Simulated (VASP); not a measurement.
KF: single point with r2SCAN

KF:

```
CELL_PARAMETERS angstrom
0.00000 2.74034 2.60666
2.74034 0.00000 2.60666
2.74034 2.74034 0.00000
ATOMIC_POSITIONS crystal
K 0.00000 0.00000 0.00000
F 0.50000 0.50000 0.50000
```

This cell differs from its parent crystal: strain +0.025 along x and y, -0.025 along z.

- Program: VASP 6.6.1
- Task: single point
- Functional: r2SCAN
- Potentials or basis: VASP PAW PBE potentials, release 64 (K_sv, F)
- Cutoff: 520 eV
- k mesh: 8 × 8 × 8
- Occupations: gaussian, width 0.05 eV
- Spin: no spin polarisation
- Dipole correction: no
- Further INCAR settings: ALGO = Normal; EDIFF = 1e-07; NBANDS = 15

```json
{
  "Pressure": "-1.1 GPa",
  "Band gap on the k mesh": "6.63 eV"
}
```

Stress tensor (GPa, compression positive):
```
-2.07  0.00  0.00
 0.00 -2.07  0.00
 0.00  0.00  0.79
```

Levels at points of the mesh, in eV from the valence-band top:
| k point | band 4 | band 5 | band 6 | band 7 | band 8 | band 9 | band 10 | band 11 | band 12 | band 13 |
| --- | --- | --- | --- | --- | --- | --- | --- | --- | --- | --- |
| (0.00, 0.00, 0.00) | -9.75 | -9.74 | -0.08 | -0.08 | 0.00 | 6.63 | 11.25 | 11.25 | 11.53 | 12.90 |
| (0.50, 0.00, 0.00) | -9.81 | -9.74 | -0.79 | -0.38 | -0.37 | 9.51 | 10.99 | 12.60 | 12.92 | 15.03 |
| (0.50, 0.50, 0.00) | -9.97 | -9.97 | -0.18 | -0.14 | -0.14 | 8.56 | 11.07 | 12.46 | 14.42 | 14.92 |
| (0.50, 0.00, 0.50) | -9.94 | -9.90 | -0.31 | -0.13 | -0.05 | 8.77 | 11.01 | 12.00 | 14.45 | 14.72 |

Run time: 3.1 min on 1 thread of Intel Xeon 8259CL, with other jobs on the host, peak memory 0.19 GiB.

Caveat: the cell differs from its parent crystal (strain +0.025 along x and y, -0.025 along z); the PAW data sets were made with another functional, which shifts forces and pressure a little. A k mesh can miss the band edges.
